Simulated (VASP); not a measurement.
# ZrPd2Se5 (Cmcm) in VASP: notebook

ZrPd2Se5 is run at these levels: PBE; tasks: single point, relaxation of cell and atoms.

Program: VASP 6.6.1. These are calculated values, not measurements. Logs are shortened: lines on timing, memory, paths and dates and some standing lists are left out, and cuts for length are marked.

## (1) The cell of the first run

The structure is orthorhombic, space group Cmcm (No. 63). The conventional cell has a = 5.187 Å, b = 12.510 Å, c = 12.413 Å, α = 90.00°, β = 90.00°, γ = 90.00°. Within 3.4 Å of Zr (site symmetry m2m) lie 6 Se at 2.57 to 2.82 Å. Within 3.3 Å of Pd (site symmetry m) lie 6 Se at 2.52 to 2.67 Å. Within 3.4 Å of Se (site symmetry m) lie 2 Pd at 2.55 Å and 1 Zr at 2.57 Å and 2 Se at 3.17 to 3.22 Å. Within 4.0 Å of Se (site symmetry m) lie 3 Pd at 2.52 to 2.62 Å and 1 Zr at 2.82 Å and 10 Se at 3.42 to 3.94 Å. Se (site symmetry m2m) has 2 Pd at 2.67 Å and 2 Zr at 2.70 Å and 4 Se at 3.61 Å within 3.7 Å.

## (2) Single point, PBE

The input, INCAR:

```
  PREC = Accurate
  ENCUT = 520
  EDIFF = 1E-6
  ISMEAR = 0
  SIGMA = 0.15
  LREAL = Auto
  LASPH = True
  NELM = 80
  ALGO = Normal
  ISIF = 2
  LWAVE = False
  LCHARG = False
  GGA = PE
  NBANDS = 76
```

The input, KPOINTS:

```
regular mesh
0
Gamma
  3 3 1
```

The input, POSCAR:

```
ZrPd2Se5
1.0
    2.5933177308     -6.2550338007      0.0000000000
    2.5933177308      6.2550338007      0.0000000000
    0.0000000000      0.0000000000     12.4133333240
Zr Pd Se
2 4 10
Direct
    0.2024050173      0.7975949827      0.2500000000
    0.7975949827      0.2024050173      0.7500000000
    0.8494245613      0.1505754387      0.4464311406
    0.8494245613      0.1505754387      0.0535688594
    0.1505754387      0.8494245613      0.5535688594
    0.1505754387      0.8494245613      0.9464311406
    0.0421808896      0.9578191104      0.3795527559
    0.3198209598      0.6801790402      0.4440759393
    0.0421808896      0.9578191104      0.1204472441
    0.3198209598      0.6801790402      0.0559240607
    0.9578191104      0.0421808896      0.6204472441
    0.6801790402      0.3198209598      0.5559240607
    0.9578191104      0.0421808896      0.8795527559
    0.6801790402      0.3198209598      0.9440759393
    0.2373620852      0.7626379148      0.7500000000
    0.7626379148      0.2373620852      0.2500000000
```

Potentials or basis: VASP PAW PBE potentials, release 64 (Zr_sv, Pd, Se).

On the command line:

```sh
> cat potpaw_PBE.64/Zr_sv/POTCAR potpaw_PBE.64/Pd/POTCAR potpaw_PBE.64/Se/POTCAR > POTCAR
> mpirun -np 1 vasp_std > vasp.out
```

OUTCAR:

```text
PREC = Accurate
   ENCUT = 520
   EDIFF = 1E-6
   ISMEAR = 0
   LREAL = Auto
   LASPH = True
   NELM = 80
   ISIF = 2
   GGA = PE

 ion  position               nearest neighbor table
   1  0.202  0.798  0.250-   7 2.57   9 2.57  16 2.70  16 2.70  10 2.82   8 2.82
   2  0.798  0.202  0.750-  11 2.57  13 2.57  15 2.70  15 2.70  14 2.82  12 2.82
   3  0.849  0.151  0.446-  12 2.52   7 2.55  11 2.55   8 2.62   8 2.62  16 2.67
   4  0.849  0.151  0.054-  14 2.52   9 2.55  13 2.55  10 2.62  10 2.62  16 2.67
   5  0.151  0.849  0.554-   8 2.52  11 2.55   7 2.55  12 2.62  12 2.62  15 2.67
   6  0.151  0.849  0.946-  10 2.52  13 2.55   9 2.55  14 2.62  14 2.62  15 2.67
   7  0.042  0.958  0.380-   3 2.55   5 2.55   1 2.57
   8  0.320  0.680  0.444-   5 2.52   3 2.62   3 2.62   1 2.82
   9  0.042  0.958  0.120-   4 2.55   6 2.55   1 2.57
  10  0.320  0.680  0.056-   6 2.52   4 2.62   4 2.62   1 2.82
  11  0.958  0.042  0.620-   5 2.55   3 2.55   2 2.57
  12  0.680  0.320  0.556-   3 2.52   5 2.62   5 2.62   2 2.82
  13  0.958  0.042  0.880-   6 2.55   4 2.55   2 2.57
  14  0.680  0.320  0.944-   4 2.52   6 2.62   6 2.62   2 2.82
  15  0.237  0.763  0.750-   5 2.67   6 2.67   2 2.70   2 2.70
  16  0.763  0.237  0.250-   3 2.67   4 2.67   1 2.70   1 2.70

  LATTYP: Found a base centered orthorhombic cell.
 ALAT       =     5.1866354616
 B/A-ratio  =     2.4119812726
 C/A-ratio  =     2.3933305928

  Lattice vectors:

 A1 = (   2.5933177308,  -6.2550338007,   0.0000000000)
 A2 = (   2.5933177308,   6.2550338007,   0.0000000000)
 A3 = (   0.0000000000,   0.0000000000,  12.4133333240)

Analysis of symmetry for initial positions (statically):
=====================================================================
 Subroutine PRICEL returns:
 Original cell was already a primitive cell.

 Routine SETGRP: Setting up the symmetry group for a
 base centered orthorhombic supercell.

 Subroutine GETGRP returns: Found  8 space group operations
 (whereof  4 operations were pure point group operations)
 out of a pool of  8 trial point group operations.

The static configuration has the point symmetry C_2h.
 The point group associated with its full space group is D_2h.

Analysis of symmetry for dynamics (positions and initial velocities):
=====================================================================
 Subroutine PRICEL returns:
 Original cell was already a primitive cell.

 Routine SETGRP: Setting up the symmetry group for a
 base centered orthorhombic supercell.

 Subroutine GETGRP returns: Found  8 space group operations
 (whereof  4 operations were pure point group operations)
 out of a pool of  8 trial point group operations.

The dynamic configuration has the point symmetry C_2h.
 The point group associated with its full space group is D_2h.

 Subroutine INISYM returns: Found  8 space group operations
 (whereof  4 operations are pure point group operations),
 and found     1 'primitive' translations

----------------------------------------------------------------------------------------

                                     Primitive cell

  volume of cell :     402.7206

  direct lattice vectors                    reciprocal lattice vectors
     2.593317731 -6.255033801  0.000000000     0.192803217 -0.079935619  0.000000000
     2.593317731  6.255033801  0.000000000     0.192803217  0.079935619  0.000000000
     0.000000000  0.000000000 12.413333324     0.000000000  0.000000000  0.080558539

  length of vectors
     6.771317796  6.771317796 12.413333324     0.208716994  0.208716994  0.080558539

  position of ions in fractional coordinates (direct lattice)
     0.202405017  0.797594983  0.250000000
     0.797594983  0.202405017  0.750000000
     0.849424561  0.150575439  0.446431141
     0.849424561  0.150575439  0.053568859
     0.150575439  0.849424561  0.553568859
     0.150575439  0.849424561  0.946431141
[... 8 lines left out ...]
     0.237362085  0.762637915  0.750000000
     0.762637915  0.237362085  0.250000000

  ion indices of the primitive-cell ions
   primitive index   ion index
                 1           1
                 2           2
                 3           3
                 4           4
                 5           5
                 6           6
[... 8 lines left out ...]
                15          15
                16          16

----------------------------------------------------------------------------------------

 KPOINTS: regular mesh

Automatic generation of k-mesh.
 Grid dimensions read from file:
 generate k-points for:    3    3    1

 Generating k-lattice:

  Cartesian coordinates                     Fractional coordinates (reciprocal lattice)
     0.064267739 -0.026645206  0.000000000     0.333333333  0.000000000  0.000000000
     0.064267739  0.026645206  0.000000000     0.000000000  0.333333333  0.000000000
     0.000000000  0.000000000  0.080558539     0.000000000  0.000000000  1.000000000

  Length of vectors
     0.069572331  0.069572331  0.080558539

  Shift w.r.t. Gamma in fractional coordinates (k-lattice)
     0.000000000  0.000000000  0.000000000

 Subroutine IBZKPT returns following result:
 ===========================================

 Found      4 irreducible k-points:

 Following reciprocal coordinates:
            Coordinates               Weight
  0.000000  0.000000  0.000000      1.000000
  0.333333 -0.000000  0.000000      4.000000
  0.333333  0.333333  0.000000      2.000000
 -0.333333  0.333333  0.000000      2.000000
   k-points           NKPTS =      4   k-points in BZ     NKDIM =      4   number of bands    NBANDS=     76
   number of dos      NEDOS =    301   number of ions     NIONS =     16
   total plane-waves  NPLWV = 240000
   dimension x,y,z NGX =    50 NGY =   50 NGZ =   96
   dimension x,y,z NGXF=   100 NGYF=  100 NGZF=  192
   ions per type =               2   4  10
   NGX,Y,Z   is equivalent  to a cutoff of  12.28, 12.28, 12.86 a.u.
   NGXF,Y,Z  is equivalent  to a cutoff of  24.55, 24.55, 25.71 a.u.
 SYSTEM =  unknown system
   PREC   = accura    normal or accurate (medium, high low for compatibility)
   ISTART =      0    job   : 0-new  1-cont  2-samecut
   ICHARG =      2    charge: 1-file 2-atom 10-const
   ISPIN  =      1    spin polarized calculation?
   LNONCOLLINEAR =      F non collinear calculations
   LSORBIT =      F    spin-orbit coupling
   LASPH  =      T    aspherical Exc in radial PAW
   ENCUT  =  520.0 eV  38.22 Ry    6.18 a.u.  12.59 12.59 23.08*2*pi/ulx,y,z
   NELM   =     80;   NELMIN=  2; NELMDL= -5     # of ELM steps
   EDIFF  = 0.1E-05   stopping-criterion for ELM
   LREAL  =      T    real-space projection
   EDIFFG = 0.1E-04   stopping-criterion for IOM
   NSW    =      0    number of steps for IOM
   IBRION =     -1    ionic relax: 0-MD 1-quasi-New 2-CG
   NFREE  =      0    steps in history (QN), initial steepest desc. (CG)
   ISIF   =      2    stress and relaxation
   ISYM   =      2    0-nonsym 1-usesym 2-fastsym
   POTIM  = 0.5000    time-step for ionic-motion
   TEBEG  =    0.0;   TEEND  =   0.0 temperature during run
   PSTRESS=    0.0 pullay stress
   NELECT =     124.0000    total number of electrons
   NUPDOWN=      -1.0000    fix difference up-down
   EMIN   =  10.00;   EMAX   =-10.00  energy-range for DOS
   EFERMI =   0.00;   METHOD = LEGACY
   ISMEAR =     0;   SIGMA  =   0.15  broadening in eV -4-tet -1-fermi 0-gaus
   EFERMI_NEDOS =   21; number of points for ismear=-14 and -15
   IALGO  =     38    algorithm
   IMIX   =      4    mixing-type and parameters
     AMIX     =   0.40;   BMIX     =  1.00
     AMIX_MAG =   1.60;   BMIX_MAG =  1.00
  volume/ion in A,a.u.               =      25.17       169.86
  Fermi-wavevector in a.u.,A,eV,Ry     =   1.105471  2.089038 16.627227  1.222067
  Thomas-Fermi vector in A             =   2.241959
   LORBIT       =      0    0 simple, 1 ext, 2 COOP (PROOUT), +10 PAW based schemes
   GGA     = PE    functional components
   LHFCALC =     F    Hartree Fock is set to
   AEXX    =    0.0000 exact exchange contribution
   IVDW    =     0    specifies the selected vdW correction
   LEPSILON=     F    determine dielectric tensor
   LRPA    =     F    only Hartree local field effects (RPA)
 non-spin polarized calculation
 Gauss-broadening in eV      SIGMA  =   0.15
  energy-cutoff  :      520.00
  volume of cell :      402.72
 maximum number of plane-waves:     10877
 NGX is ok and might be reduce to    50
   NGX = 25   NGY = 25   NGZ = 47

 number of electron     124.0000004 magnetization

 Free energy of the ion-electron system (eV)
  ---------------------------------------------------
  ext. energy  EPLUGINS =         0.00000000
  ---------------------------------------------------
  free energy    TOTEN  =       -81.49730443 eV

  energy without entropy =      -81.42472151  energy(sigma->0) =      -81.46101297

 E-fermi :   3.8160     XC(G=0):  -9.3414

 val. band max:        3.7394745840   @ k =  -0.3333   0.3333   0.0000
 cond. band min:       3.8773468785   @ k =   0.0000   0.0000   0.0000
 fundamental gap:      0.1378722945
 Fermi energy:         3.8160256579

 k-point     1 :       0.0000    0.0000    0.0000
  band No.  band energies     occupation
      1     -45.6937      2.00000
      2     -45.6937      2.00000
      3     -23.7668      2.00000
      4     -23.7668      2.00000
      5     -23.7219      2.00000
      6     -23.7216      2.00000
[... 66 lines left out ...]
     73       6.2571      0.00000
     74       6.4971      0.00000

 k-point     2 :       0.3333   -0.0000    0.0000
  band No.  band energies     occupation
      1     -45.6936      2.00000
      2     -45.6936      2.00000
      3     -23.7664      2.00000
      4     -23.7664      2.00000
      5     -23.7215      2.00000
      6     -23.7213      2.00000
[... 66 lines left out ...]
     73       6.1308      0.00000
     74       6.1385      0.00000

 k-point     3 :       0.3333    0.3333    0.0000
  band No.  band energies     occupation
      1     -45.6936      2.00000
      2     -45.6936      2.00000
      3     -23.7665      2.00000
      4     -23.7665      2.00000
      5     -23.7215      2.00000
      6     -23.7214      2.00000
[... 66 lines left out ...]
     73       5.9795      0.00000
     74       6.2979      0.00000

 k-point     4 :      -0.3333    0.3333    0.0000
  band No.  band energies     occupation
      1     -45.6937      2.00000
      2     -45.6937      2.00000
      3     -23.7669      2.00000
      4     -23.7668      2.00000
      5     -23.7218      2.00000
      6     -23.7216      2.00000
[... 66 lines left out ...]
     73       6.3632      0.00000
     74       6.4892      0.00000
 [bands above 74 left out]

------------------------ aborting loop because EDIFF is reached ----------------------------------------

  FORCE on cell =-STRESS in cart. coord.  units (eV):
  Direction    XX          YY          ZZ          XY          YZ          ZX
  --------------------------------------------------------------------------------------
  -------------------------------------------------------------------------------------
  Total        0.3093097      0.2510955     -1.0281155      0.0000000      0.0000000      0.0000000
  in kB        1.2305530      0.9989545     -4.0902392      0.0000000      0.0000000      0.0000000
  external PRESSURE =      -0.6202439 kB  Pullay stress =       0.0000000 kB

 VOLUME and BASIS-vectors are now :
 -----------------------------------------------------------------------------
  energy-cutoff  :      520.00
  volume of cell :      402.72
      direct lattice vectors                 reciprocal lattice vectors
     2.593317731 -6.255033801  0.000000000     0.192803217 -0.079935619  0.000000000
     2.593317731  6.255033801  0.000000000     0.192803217  0.079935619  0.000000000
     0.000000000  0.000000000 12.413333324     0.000000000  0.000000000  0.080558539

 POSITION                                       TOTAL-FORCE (eV/Angst)
 -----------------------------------------------------------------------------------
      2.59332      3.72293      3.10333         0.000000     -0.062896     -0.000000
      2.59332     -3.72293      9.31000         0.000000      0.062896     -0.000000
      2.59332     -4.37132      5.54170         0.000000     -0.030218     -0.074124
      2.59332     -4.37132      0.66497         0.000000     -0.030218      0.074124
      2.59332      4.37132      6.87163         0.000000      0.030218      0.074124
      2.59332      4.37132     11.74837         0.000000      0.030218     -0.074124
[... 8 lines left out ...]
      2.59332      3.28562      9.31000         0.000000     -0.014154     -0.000000
      2.59332     -3.28562      3.10333         0.000000      0.014154     -0.000000
 -----------------------------------------------------------------------------------
    total drift:                               -0.000000     -0.000000      0.000000

  FREE ENERGIE OF THE ION-ELECTRON SYSTEM (eV)
  ---------------------------------------------------
  free  energy   TOTEN  =       -81.4973044331 eV

  energy  without entropy=      -81.4247215087  energy(sigma->0) =      -81.46101297
```

Run time: 3 min. Hardware: 1 thread of Intel Xeon 6975P-C (Granite Rapids), shared host; peak memory 0.54 GiB.

What came out:

```yaml
Free_energy: -81.4973 eV
Pressure: -0.1 GPa
Largest_force: 0.080 eV/Å
Band_gap_on_the_k_mesh: zero (bands 62 and 63 overlap by 0.77 eV)
```

Forces in eV/Å, atoms in the order of the input:
```
Zr   0.000 -0.063  0.000
Zr   0.000  0.063  0.000
Pd   0.000 -0.030 -0.074
Pd   0.000 -0.030  0.074
Pd   0.000  0.030  0.074
Pd   0.000  0.030 -0.074
Se   0.000  0.059 -0.004
Se   0.000 -0.062  0.004
Se   0.000  0.059  0.004
Se   0.000 -0.062 -0.004
Se   0.000 -0.059  0.004
Se   0.000  0.062 -0.004
Se   0.000 -0.059 -0.004
Se   0.000  0.062  0.004
Se   0.000 -0.014  0.000
Se   0.000  0.014  0.000
```

Levels at points of the mesh, in eV from the Fermi level:
```tsv
k point	band 59	band 60	band 61	band 62	band 63	band 64	band 65	band 66
(0.00, 0.00, 0.00)	-0.97	-0.71	-0.60	-0.55	-0.41	0.06	0.07	0.64
```

Caveat: the k points lie up to 0.51 Å⁻¹ apart, too coarse for converged energies and pressures of a metal.

## (3) Relaxation of cell and atoms, PBE

This run uses another cell than the first one, of 22.38 Å³/atom.

The input, INCAR:

```
SYSTEM = ZrPd2Se5
  PREC = Accurate
  ENCUT = 600
  EDIFF = 1E-6
  ISMEAR = 0
  SIGMA = 0.15
  LREAL = Auto
  LASPH = .TRUE.
  NELM = 100
  ALGO = Normal
  ISIF = 3
  LWAVE = .FALSE.
  LCHARG = .FALSE.
  GGA = PE
  IBRION = 2
  NSW = 36
  EDIFFG = -0.08
```

The input, KPOINTS:

```
regular mesh
0
G
  3 3 1
  0 0 0
```

The input, POSCAR:

```
ZrPd2Se5
1.0
    2.3350000000     -6.1350000000      0.0000000000
    2.3350000000      6.1350000000      0.0000000000
    0.0000000000      0.0000000000     12.5000000000
Zr Pd Se
2 4 10
Direct
    0.1900000000      0.8100000000      0.2500000000
    0.8100000000      0.1900000000      0.7500000000
    0.8650000000      0.1350000000      0.4350000000
    0.8650000000      0.1350000000      0.0650000000
    0.1350000000      0.8650000000      0.5650000000
    0.1350000000      0.8650000000      0.9350000000
    0.0480000000      0.9520000000      0.3850000000
    0.3120000000      0.6880000000      0.4300000000
    0.0480000000      0.9520000000      0.1150000000
    0.3120000000      0.6880000000      0.0700000000
    0.9520000000      0.0480000000      0.6150000000
    0.6880000000      0.3120000000      0.5700000000
    0.9520000000      0.0480000000      0.8850000000
    0.6880000000      0.3120000000      0.9300000000
    0.2350000000      0.7650000000      0.7500000000
    0.7650000000      0.2350000000      0.2500000000
```

Potentials or basis: VASP PAW PBE potentials, release 64 (Zr_sv, Pd, Se).

On the command line:

```sh
> cat potpaw_PBE.64/Zr_sv/POTCAR potpaw_PBE.64/Pd/POTCAR potpaw_PBE.64/Se/POTCAR > POTCAR
> mpirun -np 1 vasp_std > vasp.out
```

It took 51 min on 1 thread of Intel Xeon 6975P-C (Granite Rapids), shared host; peak memory 0.74 GiB.

The run converged. Its results:

```
Free energy                           : -81.5137 eV
Relaxed volume                        : 24.94 Å³/atom
Relaxed cell                          : a = 6.771 Å, b = 6.771 Å, c = 12.236 Å, α = 90.00°, β = 90.00°, γ = 134.64°
Space group after relaxing (to 0.1 Å) : Cmcm (No. 63)
Energy gained by relaxing             : 245.5 meV/atom
Ionic steps                           : 22
Pressure after relaxing               : 0.0 GPa
Largest force after relaxing          : 0.076 eV/Å
Band gap on the k mesh                : zero (bands 62 and 63 overlap by 0.87 eV)
```

Forces in eV/Å, atoms in the order of the input:
```
Zr   0.000  0.010  0.000
Zr   0.000 -0.010  0.000
Pd   0.000  0.028  0.000
Pd   0.000  0.028  0.000
Pd   0.000 -0.028  0.000
Pd   0.000 -0.028  0.000
Se   0.000 -0.043 -0.063
Se   0.000  0.058  0.011
Se   0.000 -0.043  0.063
Se   0.000  0.058 -0.011
Se   0.000  0.043  0.063
Se   0.000 -0.058 -0.011
Se   0.000  0.043 -0.063
Se   0.000 -0.058  0.011
Se   0.000 -0.074  0.000
Se   0.000  0.074  0.000
```

Stress tensor (GPa, compression positive):
```
 0.01  0.00  0.00
 0.00  0.05  0.00
 0.00  0.00 -0.14
```

Step by step:
```tsv
step	energy change (eV)	largest force (eV/Å)	pressure (GPa)	volume (Å³)
1	0.0000	1.7250	14.78	358.13
2	-1.3928	0.7738	-7.68	475.79
3	-2.8177	1.0474	-1.33	419.64
4	-2.8182	1.0570	-1.12	418.35
5	-3.2826	0.8207	-0.45	414.23
6	-3.4439	0.7453	0.69	410.06
7	-3.6425	0.5022	-0.47	414.24
8	-3.6437	0.4957	-0.56	414.58
9	-3.7595	0.3130	-0.13	409.41
10	-3.7839	0.2016	0.25	405.70
11	-3.8486	0.2545	0.03	405.64
12	-3.8588	0.4526	-0.08	405.58
13	-3.8914	0.1411	-0.22	404.52
14	-3.8949	0.1704	-0.26	404.01
15	-3.9040	0.1084	0.40	399.98
16	-3.9041	0.1080	0.33	400.33
17	-3.9118	0.0955	-0.01	401.31
18	-3.9120	0.0924	-0.08	401.53
19	-3.9174	0.1041	-0.06	401.15
20	-3.9201	0.1284	-0.03	400.67
21	-3.9248	0.1055	-0.03	400.22
22	-3.9286	0.0763	-0.03	399.11
```

Final structure:
```
Zr Pd Se
1.0
     2.61057   -6.24731    0.00000
     2.61057    6.24731    0.00000
     0.00000    0.00000   12.23587
Zr Pd Se
2 4 10
Direct
  0.20365 0.79635 0.25000
  0.79635 0.20365 0.75000
  0.84819 0.15181 0.44517
  0.84819 0.15181 0.05483
  0.15181 0.84819 0.55483
  0.15181 0.84819 0.94517
  0.04079 0.95921 0.37980
  0.32354 0.67646 0.44405
  0.04079 0.95921 0.12020
  0.32354 0.67646 0.05595
  0.95921 0.04079 0.62020
  0.67646 0.32354 0.55595
  0.95921 0.04079 0.87980
  0.67646 0.32354 0.94405
  0.24176 0.75824 0.75000
  0.75824 0.24176 0.25000
```

Levels at points of the mesh, in eV from the Fermi level:
| k point | band 60 | band 61 | band 62 | band 63 | band 64 | band 65 |
| --- | --- | --- | --- | --- | --- | --- |
| (0.00, 0.00, 0.00) | -0.71 | -0.67 | -0.58 | -0.49 | 0.04 | 0.09 |

Caveat: the k points lie up to 0.51 Å⁻¹ apart in the final cell, too coarse for converged energies and pressures of a metal; the relaxation stopped at a loose force limit of 0.08 eV/Å, so its end isn't a converged minimum.

The gap in the log of VASP goes by the Fermi energy; the results here count the filled bands.